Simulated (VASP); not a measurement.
# Tc (Fm-3m) in VASP: further runs

Tc is run at these levels: PBEsol; tasks: electric field gradients.

Program: VASP 6.6.1. These are calculated values, not measurements. Logs are shortened: lines on timing, memory, paths and dates and some standing lists are left out, and cuts for length are marked.

## Step 1: The cell of the first run

The structure is cubic, space group Fm-3m (No. 225). Conventional cell: a = 3.847 Å, b = 3.847 Å, c = 3.847 Å, α = 90.00°, β = 90.00°, γ = 90.00°. Tc (site symmetry m-3m) has 12 Tc at 2.72 Å within 3.6 Å.

## Step 2: Electric field gradients, PBEsol (volume scaled by 0.96)

Contents of INCAR:

```
ALGO = Normal
EDIFF = 1E-8
ENCUT = 520
GGA = PS
ISIF = 2
ISMEAR = -1
LASPH = True
LCHARG = False
LEFG = True
LREAL = False
LWAVE = False
NBANDS = 12
NELM = 60
PREC = Accurate
SIGMA = 0.03
```

Contents of KPOINTS:

```
k-points
0
Gamma
  18 18 18
```

Contents of POSCAR:

```
Tc
1.0
    0.0000000000      1.9236454180      1.9236454180
    1.9236454180      0.0000000000      1.9236454180
    1.9236454180      1.9236454180      0.0000000000
Tc
1
Direct
    0.0000000000      0.0000000000      0.0000000000
```

Potentials or basis: VASP PAW PBE potentials, release 64 (Tc_pv).

The run is started by

```bash
> cat potpaw_PBE.64/Tc_pv/POTCAR > POTCAR
> mpirun -np 1 vasp_std > vasp.out
```

OUTCAR:

```text
EDIFF = 1E-8
   ENCUT = 520
   GGA = PS
   ISIF = 2
   ISMEAR = -1
   LASPH = True
   LREAL = False
   NELM = 60
   PREC = Accurate

 ion  position               nearest neighbor table
   1  0.000  0.000  0.000-

  LATTYP: Found a face centered cubic cell.
 ALAT       =     3.8472908360

  Lattice vectors:

 A1 = (   0.0000000000,   1.9236454180,   1.9236454180)
 A2 = (   1.9236454180,   0.0000000000,   1.9236454180)
 A3 = (   1.9236454180,   1.9236454180,   0.0000000000)

Analysis of symmetry for initial positions (statically):
=====================================================================
 Subroutine PRICEL returns:
 Original cell was already a primitive cell.

 Routine SETGRP: Setting up the symmetry group for a
 face centered cubic supercell.

 Subroutine GETGRP returns: Found 48 space group operations
 (whereof 48 operations were pure point group operations)
 out of a pool of 48 trial point group operations.

The static configuration has the point symmetry O_h .

Analysis of symmetry for dynamics (positions and initial velocities):
=====================================================================
 Subroutine PRICEL returns:
 Original cell was already a primitive cell.

 Routine SETGRP: Setting up the symmetry group for a
 face centered cubic supercell.

 Subroutine GETGRP returns: Found 48 space group operations
 (whereof 48 operations were pure point group operations)
 out of a pool of 48 trial point group operations.

The dynamic configuration has the point symmetry O_h .

 Subroutine INISYM returns: Found 48 space group operations
 (whereof 48 operations are pure point group operations),
 and found     1 'primitive' translations

----------------------------------------------------------------------------------------

                                     Primitive cell

  volume of cell :      14.2366

  direct lattice vectors                    reciprocal lattice vectors
     0.000000000  1.923645418  1.923645418    -0.259923162  0.259923162  0.259923162
     1.923645418  0.000000000  1.923645418     0.259923162 -0.259923162  0.259923162
     1.923645418  1.923645418  0.000000000     0.259923162  0.259923162 -0.259923162

  length of vectors
     2.720445439  2.720445439  2.720445439     0.450200123  0.450200123  0.450200123

  position of ions in fractional coordinates (direct lattice)
     0.000000000  0.000000000  0.000000000

  ion indices of the primitive-cell ions
   primitive index   ion index
                 1           1

----------------------------------------------------------------------------------------

 KPOINTS: k-points

Automatic generation of k-mesh.
 Grid dimensions read from file:
 generate k-points for:   18   18   18

 Generating k-lattice:

  Cartesian coordinates                     Fractional coordinates (reciprocal lattice)
    -0.014440176  0.014440176  0.014440176     0.055555556  0.000000000  0.000000000
     0.014440176 -0.014440176  0.014440176     0.000000000  0.055555556  0.000000000
     0.014440176  0.014440176 -0.014440176     0.000000000  0.000000000  0.055555556

  Length of vectors
     0.025011118  0.025011118  0.025011118

  Shift w.r.t. Gamma in fractional coordinates (k-lattice)
     0.000000000  0.000000000  0.000000000

 Subroutine IBZKPT returns following result:
 ===========================================

 Found    195 irreducible k-points:

 Following reciprocal coordinates:
            Coordinates               Weight
  0.000000  0.000000  0.000000      1.000000
  0.055556  0.000000  0.000000      8.000000
  0.111111  0.000000  0.000000      8.000000
  0.166667  0.000000  0.000000      8.000000
  0.222222  0.000000  0.000000      8.000000
  0.277778  0.000000  0.000000      8.000000
[... 16 lines left out ...]
 -0.277778  0.055556  0.000000     24.000000
 -0.222222  0.055556  0.000000     24.000000
 [... further k-points ...]
   k-points           NKPTS =    195   k-points in BZ     NKDIM =    195   number of bands    NBANDS=     12
   number of dos      NEDOS =    301   number of ions     NIONS =      1
   total plane-waves  NPLWV =   8000
   dimension x,y,z NGX =    20 NGY =   20 NGZ =   20
   dimension x,y,z NGXF=    40 NGYF=   40 NGZF=   40
   ions per type =               1
   NGX,Y,Z   is equivalent  to a cutoff of  12.22, 12.22, 12.22 a.u.
   NGXF,Y,Z  is equivalent  to a cutoff of  24.44, 24.44, 24.44 a.u.
 SYSTEM =  unknown system
   PREC   = accura    normal or accurate (medium, high low for compatibility)
   ISTART =      0    job   : 0-new  1-cont  2-samecut
   ICHARG =      2    charge: 1-file 2-atom 10-const
   ISPIN  =      1    spin polarized calculation?
   LNONCOLLINEAR =      F non collinear calculations
   LSORBIT =      F    spin-orbit coupling
   LASPH  =      T    aspherical Exc in radial PAW
   ENCUT  =  520.0 eV  38.22 Ry    6.18 a.u.   5.06  5.06  5.06*2*pi/ulx,y,z
   NELM   =     60;   NELMIN=  2; NELMDL= -5     # of ELM steps
   EDIFF  = 0.1E-07   stopping-criterion for ELM
   LREAL  =      F    real-space projection
   EDIFFG = 0.1E-06   stopping-criterion for IOM
   NSW    =      0    number of steps for IOM
   IBRION =     -1    ionic relax: 0-MD 1-quasi-New 2-CG
   NFREE  =      0    steps in history (QN), initial steepest desc. (CG)
   ISIF   =      2    stress and relaxation
   ISYM   =      2    0-nonsym 1-usesym 2-fastsym
   POTIM  = 0.5000    time-step for ionic-motion
   TEBEG  =    0.0;   TEEND  =   0.0 temperature during run
   PSTRESS=    0.0 pullay stress
   NELECT =      13.0000    total number of electrons
   NUPDOWN=      -1.0000    fix difference up-down
   EMIN   =  10.00;   EMAX   =-10.00  energy-range for DOS
   EFERMI =   0.00;   METHOD = LEGACY
   ISMEAR =    -1;   SIGMA  =   0.03  broadening in eV -4-tet -1-fermi 0-gaus
   EFERMI_NEDOS =   21; number of points for ismear=-14 and -15
   IALGO  =     38    algorithm
   IMIX   =      4    mixing-type and parameters
     AMIX     =   0.40;   BMIX     =  1.00
     AMIX_MAG =   1.60;   BMIX_MAG =  1.00
  volume/ion in A,a.u.               =      14.24        96.07
  Fermi-wavevector in a.u.,A,eV,Ry     =   1.588258  3.001372 34.321540  2.522562
  Thomas-Fermi vector in A             =   2.687289
   LORBIT       =      0    0 simple, 1 ext, 2 COOP (PROOUT), +10 PAW based schemes
   GGA     = PS    functional components
   LHFCALC =     F    Hartree Fock is set to
   AEXX    =    0.0000 exact exchange contribution
   IVDW    =     0    specifies the selected vdW correction
   LEPSILON=     F    determine dielectric tensor
   LRPA    =     F    only Hartree local field effects (RPA)
 non-spin polarized calculation
  energy-cutoff  :      520.00
  volume of cell :       14.24
 maximum number of plane-waves:       392
   NGX = 11   NGY = 11   NGZ = 11

 number of electron      12.9999996 magnetization

 Free energy of the ion-electron system (eV)
  ---------------------------------------------------
  ext. energy  EPLUGINS =         0.00000000
  ---------------------------------------------------
  free energy    TOTEN  =       -11.19096743 eV

  energy without entropy =      -11.18784571  energy(sigma->0) =      -11.18940657

 E-fermi :  12.7761     XC(G=0): -13.9756

 val. band max:       12.7626907142   @ k =  -0.4444   0.3889   0.0556
 cond. band min:      12.8010315413   @ k =   0.3889   0.2222   0.0000
 fundamental gap:      0.0383408271
 Fermi energy:        12.7761351729

 k-point     1 :       0.0000    0.0000    0.0000
  band No.  band energies     occupation
      1     -25.4901      2.00000
      2     -25.4901      2.00000
      3     -25.4901      2.00000
      4       5.2010      2.00000
      5      10.9676      2.00000
      6      10.9676      2.00000
      7      10.9676      2.00000
      8      13.6291      0.00000
      9      13.6291      0.00000
     10      26.7942      0.00000
     11      32.4133      0.00000
     12      32.4133      0.00000

 k-point     2 :       0.0556    0.0000    0.0000
  band No.  band energies     occupation
      1     -25.5321      2.00000
      2     -25.4953      2.00000
      3     -25.4953      2.00000
      4       5.3352      2.00000
      5      10.8861      2.00000
      6      11.0270      2.00000
      7      11.0270      2.00000
      8      13.5853      0.00000
      9      13.5853      0.00000
     10      27.0396      0.00000
     11      31.8031      0.00000
     12      32.6446      0.00000

 k-point     3 :       0.1111    0.0000    0.0000
  band No.  band energies     occupation
      1     -25.6522      2.00000
      2     -25.5105      2.00000
      3     -25.5105      2.00000
      4       5.7178      2.00000
      5      10.6810      2.00000
      6      11.1818      2.00000
      7      11.1818      2.00000
      8      13.4879      0.00000
      9      13.4879      0.00000
     10      27.7103      0.00000
     11      30.5606      0.00000
     12      33.3183      0.00000

 k-point     4 :       0.1667    0.0000    0.0000
  band No.  band energies     occupation
      1     -25.8333      2.00000
      2     -25.5337      2.00000
      3     -25.5337      2.00000
      4       6.2790      2.00000
      5      10.4651      2.00000
      6      11.3515      2.00000
      7      11.3515      2.00000
      8      13.4430      0.00000
      9      13.4430      0.00000
     10      28.4589      0.00000
     11      29.4267      0.00000
     12      34.3798      0.00000

 k-point     5 :       0.2222    0.0000    0.0000
  band No.  band energies     occupation
      1     -26.0511      2.00000
      2     -25.5620      2.00000
      3     -25.5620      2.00000
      4       6.8661      2.00000
      5      10.4277      2.00000
      6      11.4102      2.00000
      7      11.4102      2.00000
      8      13.6000      0.00000
      9      13.6000      0.00000
     10      27.7708      0.00000
     11      29.7206      0.00000
     12      35.7493      0.00000
[... 228 lines left out ...]
      1     -26.6864      2.00000
      2     -25.6878      2.00000
      3     -25.6442      2.00000
      4       7.3565      2.00000
      5      10.8121      2.00000
      6      10.9776      2.00000
      7      12.7216      1.72097
      8      15.0403      0.00000
      9      15.9465      0.00000
     10      24.5967      0.00000
     11      27.3964      0.00000
     12      33.3183      0.00000

 k-point    22 :      -0.3333    0.0556    0.0000
  band No.  band energies     occupation
      1     -26.5409      2.00000
      2     -25.6717      2.00000
      3     -25.6185      2.00000
      4       7.4407      2.00000
      5      10.9948      2.00000
      6      11.1333      2.00000
      7      11.7565      2.00000
      8      14.4222      0.00000
      9      15.3796      0.00000
     10      25.5639      0.00000
     11      28.4821      0.00000
     12      34.2934      0.00000

 k-point    23 :      -0.2778    0.0556    0.0000
  band No.  band energies     occupation
      1     -26.3487      2.00000
      2     -25.6468      2.00000
      3     -25.5886      2.00000
      4       7.4253      2.00000
      5      10.8472      2.00000
      6      11.2215      2.00000
      7      11.3274      2.00000
      8      13.7924      0.00000
      9      14.7517      0.00000
     10      26.5439      0.00000
     11      29.6166      0.00000
     12      35.4757      0.00000

 k-point    24 :      -0.2222    0.0556    0.0000
  band No.  band energies     occupation
      1     -26.1312      2.00000
      2     -25.6159      2.00000
      3     -25.5580      2.00000
      4       7.1419      2.00000
      5      10.3505      2.00000
      6      11.3878      2.00000
      7      11.4798      2.00000
      8      13.3003      0.00000
      9      14.1947      0.00000
     10      27.5812      0.00000
     11      29.9623      0.00000
     12      35.1321      0.00000

 [... further k-points ...]
[... 5 lines left out ...]
  --------------------------------------------------------------------------------------
  -------------------------------------------------------------------------------------
  Total       -0.3837353     -0.3837353     -0.3837353      0.0000000     -0.0000000     -0.0000000
  in kB      -43.1854305    -43.1854305    -43.1854305      0.0000000     -0.0000000     -0.0000000
  external PRESSURE =     -43.1854305 kB  Pullay stress =       0.0000000 kB

 VOLUME and BASIS-vectors are now :
 -----------------------------------------------------------------------------
  energy-cutoff  :      520.00
  volume of cell :       14.24
      direct lattice vectors                 reciprocal lattice vectors
     0.000000000  1.923645418  1.923645418    -0.259923162  0.259923162  0.259923162
     1.923645418  0.000000000  1.923645418     0.259923162 -0.259923162  0.259923162
     1.923645418  1.923645418  0.000000000     0.259923162  0.259923162 -0.259923162

 POSITION                                       TOTAL-FORCE (eV/Angst)
 -----------------------------------------------------------------------------------
      0.00000      0.00000      0.00000        -0.000000     -0.000000     -0.000000
 -----------------------------------------------------------------------------------
    total drift:                               -0.000000     -0.000000     -0.000000

  FREE ENERGIE OF THE ION-ELECTRON SYSTEM (eV)
  ---------------------------------------------------
  free  energy   TOTEN  =       -11.1909674261 eV

  energy  without entropy=      -11.1878457108  energy(sigma->0) =      -11.18940657

 Electric field gradients (V/A^2)
---------------------------------------------------------------------
 ion       V_xx      V_yy      V_zz      V_xy      V_xz      V_yz
---------------------------------------------------------------------
   1      -0.000    -0.000    -0.000    -0.000    -0.000    -0.000
---------------------------------------------------------------------

 Electric field gradients after diagonalization (V/A^2)
 (convention: |V_zz| > |V_xx| > |V_yy|)
----------------------------------------------------------------------
 ion       V_xx      V_yy      V_zz     asymmetry (V_yy - V_xx)/ V_zz
----------------------------------------------------------------------
   1       0.000     0.000    -0.001       0.000
----------------------------------------------------------------------

           NMR quadrupolar parameters

 Cq : quadrupolar parameter    Cq=e*Q*V_zz/h
 eta: asymmetry parameters     (V_yy - V_xx)/ V_zz
 Q  : nuclear electric quadrupole moment in mb (millibarn)
----------------------------------------------------------------------
 ion       Cq(MHz)       eta       Q (mb)
----------------------------------------------------------------------
   1      -0.000       0.000       1.000
----------------------------------------------------------------------
```

It took 20 s on 1 thread of AMD EPYC 9R45 (Zen 5), shared host; peak memory 0.12 GiB.

What came out:

```
Free energy : -11.1910 eV
Pressure    : -4.3 GPa
```

Caveat: without QUAD_EFG the Cq values of the log hold for a quadrupole moment of 1 mb, not for the nuclei; the PAW data sets were made with another functional, which shifts forces and pressure a little.

[end of part 1 of 2]
